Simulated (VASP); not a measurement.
# KF (Pm-3m) in VASP: a series of runs

KF is run at these levels: PBE; tasks: single point.

Program: VASP 6.6.1. These are calculated values, not measurements. Logs are shortened: lines on timing, memory, paths and dates and some standing lists are left out, and cuts for length are marked.

**1. The cell of the first run**

It takes space group Pm-3m (No. 221, cubic). Conventional cell: a = 3.179 Å, b = 3.179 Å, c = 3.179 Å, α = 90.00°, β = 90.00°, γ = 90.00°. K (site symmetry m-3m) has 8 F at 2.75 Å and 6 K at 3.18 Å within 3.6 Å. Within 3.6 Å of F (site symmetry m-3m) lie 8 K at 2.75 Å and 6 F at 3.18 Å.

**2. Single point, PBE**

File INCAR:

```
  ALGO = Normal
  EDIFF = 1E-6
  ENCUT = 600
  GGA = PE
  GGA_COMPAT = False
  ISIF = 2
  ISMEAR = 0
  LASPH = True
  LCHARG = False
  LREAL = False
  LWAVE = False
  NBANDS = 15
  NELM = 120
  PREC = Accurate
  SIGMA = 0.01
```

File KPOINTS:

```
k-points
0
Gamma
  4 4 4
```

File POSCAR:

```
KF
1.0
    3.1788707423      0.0000000000      0.0000000000
    0.0000000000      3.1788707423      0.0000000000
    0.0000000000      0.0000000000      3.1788707423
K F
1 1
Direct
    0.0000000000      0.0000000000      0.0000000000
    0.5000000000      0.5000000000      0.5000000000
```

Potentials or basis: VASP PAW PBE potentials, release 64 (K_sv, F).

Launch:

```
cat potpaw_PBE.64/K_sv/POTCAR potpaw_PBE.64/F/POTCAR > POTCAR
mpirun -np 1 vasp_std > vasp.out
```

OUTCAR:

```text
EDIFF = 1E-6
   ENCUT = 600
   GGA = PE
   ISIF = 2
   ISMEAR = 0
   LASPH = True
   LREAL = False
   NELM = 120
   PREC = Accurate

 ion  position               nearest neighbor table
   1  0.000  0.000  0.000-   2 2.75   2 2.75   2 2.75   2 2.75   2 2.75   2 2.75   2 2.75   2 2.75

   2  0.500  0.500  0.500-   1 2.75   1 2.75   1 2.75   1 2.75   1 2.75   1 2.75   1 2.75   1 2.75

  LATTYP: Found a simple cubic cell.
 ALAT       =     3.1788707423

  Lattice vectors:

 A1 = (   3.1788707423,   0.0000000000,   0.0000000000)
 A2 = (   0.0000000000,   3.1788707423,   0.0000000000)
 A3 = (   0.0000000000,   0.0000000000,   3.1788707423)

Analysis of symmetry for initial positions (statically):
=====================================================================
 Subroutine PRICEL returns:
 Original cell was already a primitive cell.

 Routine SETGRP: Setting up the symmetry group for a
 simple cubic supercell.

 Subroutine GETGRP returns: Found 48 space group operations
 (whereof 48 operations were pure point group operations)
 out of a pool of 48 trial point group operations.

The static configuration has the point symmetry O_h .

Analysis of symmetry for dynamics (positions and initial velocities):
=====================================================================
 Subroutine PRICEL returns:
 Original cell was already a primitive cell.

 Routine SETGRP: Setting up the symmetry group for a
 simple cubic supercell.

 Subroutine GETGRP returns: Found 48 space group operations
 (whereof 48 operations were pure point group operations)
 out of a pool of 48 trial point group operations.

The dynamic configuration has the point symmetry O_h .

 Subroutine INISYM returns: Found 48 space group operations
 (whereof 48 operations are pure point group operations),
 and found     1 'primitive' translations

----------------------------------------------------------------------------------------

                                     Primitive cell

  volume of cell :      32.1232

  direct lattice vectors                    reciprocal lattice vectors
     3.178870742  0.000000000  0.000000000     0.314577119  0.000000000  0.000000000
     0.000000000  3.178870742  0.000000000     0.000000000  0.314577119  0.000000000
     0.000000000  0.000000000  3.178870742     0.000000000  0.000000000  0.314577119

  length of vectors
     3.178870742  3.178870742  3.178870742     0.314577119  0.314577119  0.314577119

  position of ions in fractional coordinates (direct lattice)
     0.000000000  0.000000000  0.000000000
     0.500000000  0.500000000  0.500000000

  ion indices of the primitive-cell ions
   primitive index   ion index
                 1           1
                 2           2

----------------------------------------------------------------------------------------

 KPOINTS: k-points

Automatic generation of k-mesh.
 Grid dimensions read from file:
 generate k-points for:    4    4    4

 Generating k-lattice:

  Cartesian coordinates                     Fractional coordinates (reciprocal lattice)
     0.078644280  0.000000000  0.000000000     0.250000000  0.000000000  0.000000000
     0.000000000  0.078644280  0.000000000     0.000000000  0.250000000  0.000000000
     0.000000000  0.000000000  0.078644280     0.000000000  0.000000000  0.250000000

  Length of vectors
     0.078644280  0.078644280  0.078644280

  Shift w.r.t. Gamma in fractional coordinates (k-lattice)
     0.000000000  0.000000000  0.000000000

 Subroutine IBZKPT returns following result:
 ===========================================

 Found     10 irreducible k-points:

 Following reciprocal coordinates:
            Coordinates               Weight
  0.000000  0.000000  0.000000      1.000000
  0.250000  0.000000  0.000000      6.000000
  0.500000  0.000000  0.000000      3.000000
  0.250000  0.250000  0.000000     12.000000
  0.500000  0.250000  0.000000     12.000000
  0.500000  0.500000  0.000000      3.000000
  0.250000  0.250000  0.250000      8.000000
  0.500000  0.250000  0.250000     12.000000
  0.500000  0.500000  0.250000      6.000000
  0.500000  0.500000  0.500000      1.000000
   k-points           NKPTS =     10   k-points in BZ     NKDIM =     10   number of bands    NBANDS=     15
   number of dos      NEDOS =    301   number of ions     NIONS =      2
   total plane-waves  NPLWV =  21952
   dimension x,y,z NGX =    28 NGY =   28 NGZ =   28
   dimension x,y,z NGXF=    56 NGYF=   56 NGZF=   56
   ions per type =               1   1
   NGX,Y,Z   is equivalent  to a cutoff of  14.64, 14.64, 14.64 a.u.
   NGXF,Y,Z  is equivalent  to a cutoff of  29.29, 29.29, 29.29 a.u.
 SYSTEM =  unknown system
   PREC   = accura    normal or accurate (medium, high low for compatibility)
   ISTART =      0    job   : 0-new  1-cont  2-samecut
   ICHARG =      2    charge: 1-file 2-atom 10-const
   ISPIN  =      1    spin polarized calculation?
   LNONCOLLINEAR =      F non collinear calculations
   LSORBIT =      F    spin-orbit coupling
   LASPH  =      T    aspherical Exc in radial PAW
   ENCUT  =  600.0 eV  44.10 Ry    6.64 a.u.   6.35  6.35  6.35*2*pi/ulx,y,z
   NELM   =    120;   NELMIN=  2; NELMDL= -5     # of ELM steps
   EDIFF  = 0.1E-05   stopping-criterion for ELM
   LREAL  =      F    real-space projection
   EDIFFG = 0.1E-04   stopping-criterion for IOM
   NSW    =      0    number of steps for IOM
   IBRION =     -1    ionic relax: 0-MD 1-quasi-New 2-CG
   NFREE  =      0    steps in history (QN), initial steepest desc. (CG)
   ISIF   =      2    stress and relaxation
   ISYM   =      2    0-nonsym 1-usesym 2-fastsym
   POTIM  = 0.5000    time-step for ionic-motion
   TEBEG  =    0.0;   TEEND  =   0.0 temperature during run
   PSTRESS=    0.0 pullay stress
   NELECT =      16.0000    total number of electrons
   NUPDOWN=      -1.0000    fix difference up-down
   EMIN   =  10.00;   EMAX   =-10.00  energy-range for DOS
   EFERMI =   0.00;   METHOD = LEGACY
   ISMEAR =     0;   SIGMA  =   0.01  broadening in eV -4-tet -1-fermi 0-gaus
   EFERMI_NEDOS =   21; number of points for ismear=-14 and -15
   IALGO  =     38    algorithm
   IMIX   =      4    mixing-type and parameters
     AMIX     =   0.40;   BMIX     =  1.00
     AMIX_MAG =   1.60;   BMIX_MAG =  1.00
  volume/ion in A,a.u.               =      16.06       108.39
  Fermi-wavevector in a.u.,A,eV,Ry     =   1.297703  2.452303 22.912659  1.684033
  Thomas-Fermi vector in A             =   2.429078
   LORBIT       =      0    0 simple, 1 ext, 2 COOP (PROOUT), +10 PAW based schemes
   GGA     = PE    functional components
   LHFCALC =     F    Hartree Fock is set to
   AEXX    =    0.0000 exact exchange contribution
   IVDW    =     0    specifies the selected vdW correction
   LEPSILON=     F    determine dielectric tensor
   LRPA    =     F    only Hartree local field effects (RPA)
 non-spin polarized calculation
 Gauss-broadening in eV      SIGMA  =   0.01
  energy-cutoff  :      600.00
  volume of cell :       32.12
 maximum number of plane-waves:      1108
 NGX is ok and might be reduce to    28
   NGX = 13   NGY = 13   NGZ = 13

 number of electron      15.9999991 magnetization

 Free energy of the ion-electron system (eV)
  ---------------------------------------------------
  ext. energy  EPLUGINS =         0.00000000
  ---------------------------------------------------
  free energy    TOTEN  =        -8.06991798 eV

  energy without entropy =       -8.06991798  energy(sigma->0) =       -8.06991798

 E-fermi :  -1.6538     XC(G=0):  -9.3914

 val. band max:       -1.7946771634   @ k =   0.5000   0.5000   0.0000
 cond. band min:       5.0040333112   @ k =   0.0000   0.0000   0.0000
 fundamental gap:      6.7987104746
 Fermi energy:        -1.6537844080

 k-point     1 :       0.0000    0.0000    0.0000
  band No.  band energies     occupation
      1     -28.6514      2.00000
      2     -20.7598      2.00000
      3     -11.5837      2.00000
      4     -11.5837      2.00000
      5     -11.5837      2.00000
      6      -1.8319      2.00000
      7      -1.8319      2.00000
      8      -1.8319      2.00000
      9       5.0040      0.00000
     10       6.5816      0.00000
     11       6.5816      0.00000
     12      12.4921      0.00000
     13      12.4921      0.00000
     14      12.4921      0.00000
     15      20.2352      0.00000

 k-point     2 :       0.2500    0.0000    0.0000
  band No.  band energies     occupation
      1     -28.5689      2.00000
      2     -20.7870      2.00000
      3     -11.9945      2.00000
      4     -11.5147      2.00000
      5     -11.5147      2.00000
      6      -2.5373      2.00000
      7      -1.9043      2.00000
      8      -1.9043      2.00000
      9       6.4901      0.00000
     10       7.0499      0.00000
     11       8.0291      0.00000
     12      11.6532      0.00000
     13      11.6532      0.00000
     14      12.6733      0.00000
     15      17.3939      0.00000

 k-point     3 :       0.5000    0.0000    0.0000
  band No.  band energies     occupation
      1     -28.4837      2.00000
      2     -20.8200      2.00000
      3     -12.3654      2.00000
      4     -11.4439      2.00000
      5     -11.4439      2.00000
      6      -3.1224      2.00000
      7      -1.9816      2.00000
      8      -1.9816      2.00000
      9       7.6436      0.00000
     10       8.0599      0.00000
     11       9.8294      0.00000
     12      11.0146      0.00000
     13      11.0146      0.00000
     14      12.8670      0.00000
     15      15.4281      0.00000
[... 91 lines left out ...]
 k-point     9 :       0.5000    0.5000    0.2500
  band No.  band energies     occupation
      1     -28.2884      2.00000
      2     -20.6197      2.00000
      3     -12.3925      2.00000
      4     -12.3925      2.00000
      5     -11.8217      2.00000
      6      -2.6882      2.00000
      7      -2.6882      2.00000
      8      -2.4234      2.00000
      9       7.9397      0.00000
     10       9.5222      0.00000
     11       9.5222      0.00000
     12       9.5790      0.00000
     13      13.9831      0.00000
     14      13.9831      0.00000
     15      14.2477      0.00000

 k-point    10 :       0.5000    0.5000    0.5000
  band No.  band energies     occupation
      1     -28.2259      2.00000
      2     -20.5716      2.00000
      3     -12.2632      2.00000
      4     -12.2632      2.00000
      5     -12.2632      2.00000
      6      -2.9629      2.00000
      7      -2.9629      2.00000
      8      -2.9629      2.00000
      9       8.9882      0.00000
     10       8.9882      0.00000
     11       8.9882      0.00000
     12      14.2779      0.00000
     13      14.2779      0.00000
     14      14.2779      0.00000
     15      14.3340      0.00000

------------------------ aborting loop because EDIFF is reached ----------------------------------------

  FORCE on cell =-STRESS in cart. coord.  units (eV):
  Direction    XX          YY          ZZ          XY          YZ          ZX
  --------------------------------------------------------------------------------------
  -------------------------------------------------------------------------------------
  Total        0.5956173      0.5956173      0.5956173     -0.0000000      0.0000000      0.0000000
  in kB       29.7070329     29.7070329     29.7070329     -0.0000000      0.0000000      0.0000000
  external PRESSURE =      29.7070329 kB  Pullay stress =       0.0000000 kB

 VOLUME and BASIS-vectors are now :
 -----------------------------------------------------------------------------
  energy-cutoff  :      600.00
  volume of cell :       32.12
      direct lattice vectors                 reciprocal lattice vectors
     3.178870742  0.000000000  0.000000000     0.314577119  0.000000000  0.000000000
     0.000000000  3.178870742  0.000000000     0.000000000  0.314577119  0.000000000
     0.000000000  0.000000000  3.178870742     0.000000000  0.000000000  0.314577119

 POSITION                                       TOTAL-FORCE (eV/Angst)
 -----------------------------------------------------------------------------------
      0.00000      0.00000      0.00000         0.000000      0.000000      0.000000
      1.58944      1.58944      1.58944         0.000000      0.000000      0.000000
 -----------------------------------------------------------------------------------
    total drift:                                0.000000      0.000000      0.000000

  FREE ENERGIE OF THE ION-ELECTRON SYSTEM (eV)
  ---------------------------------------------------
  free  energy   TOTEN  =        -8.0699179826 eV

  energy  without entropy=       -8.0699179826  energy(sigma->0) =       -8.06991798
```

Run time: 7.9 s. Hardware: 1 thread of Intel Xeon Platinum 8559C (Emerald Rapids), shared host; peak memory 0.15 GiB.

What came out:

* Free energy: -8.0699 eV
* Pressure: 3.0 GPa
* Band gap on the k mesh: 6.80 eV (least direct gap 6.84 eV)

Levels at points of the mesh, in eV from the valence-band top:
```
           k point  band 4  band 5  band 6  band 7  band 8  band 9  band 10  band 11  band 12  band 13
(0.00, 0.00, 0.00)   -9.79   -9.79   -0.04   -0.04   -0.04    6.80     8.38     8.38    14.29    14.29
(0.50, 0.00, 0.00)   -9.65   -9.65   -1.33   -0.19   -0.19    9.44     9.85    11.62    12.81    12.81
(0.50, 0.50, 0.00)  -10.72   -9.55   -0.63   -0.63    0.00    8.67     9.24    12.17    12.17    15.12
(0.50, 0.50, 0.50)  -10.47  -10.47   -1.17   -1.17   -1.17   10.78    10.78    10.78    16.07    16.07
```

Caveat: the k points lie up to 0.49 Å⁻¹ apart; the structure was generated, so it needn't be the stable form of KF.

(Continued in part 2 of 2.)
